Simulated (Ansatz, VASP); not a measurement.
NbZn3 in VASP and in Ansatz

```
Nb Zn
1.0
     3.88083    0.00000    0.00000
     0.00000    3.88083    0.00000
     0.00000    0.00000    3.88083
Nb Zn
1 3
Direct
  0.00000 0.00000 0.00000
  0.00000 0.50000 0.50000
  0.50000 0.00000 0.50000
  0.50000 0.50000 0.00000
```

Change from the starting cell: volume scaled by 0.96, crystal datasets.

Alike in both runs: task electric field gradients; functional PBEsol; k mesh 10 × 10 × 10; occupations fermi-dirac, width 0.05 eV; no spin polarisation.

```csv
,VASP,Ansatz
version,VASP 6.6.1,Ansatz 0.2.0
potentials or method,"VASP PAW PBE potentials, release 64 (Nb_sv, Zn), cutoff 520 eV","all-electron PAW with datasets made for the crystal, scalar-relativistic"
```

VASP gave:

```
pressure (GPa)                                       : 0.0
size of Vzz on the site where it differs most (V/Å²) : 64.4
```

Question: What did Ansatz give for the same quantities?

Answer: Pressure (GPa): -0.3; size of Vzz on the site where it differs most (V/Å²): 66.9.

VASP's potentials were made for PBE, not for PBEsol. Ansatz ran all-electron here, and VASP with PAW potentials.
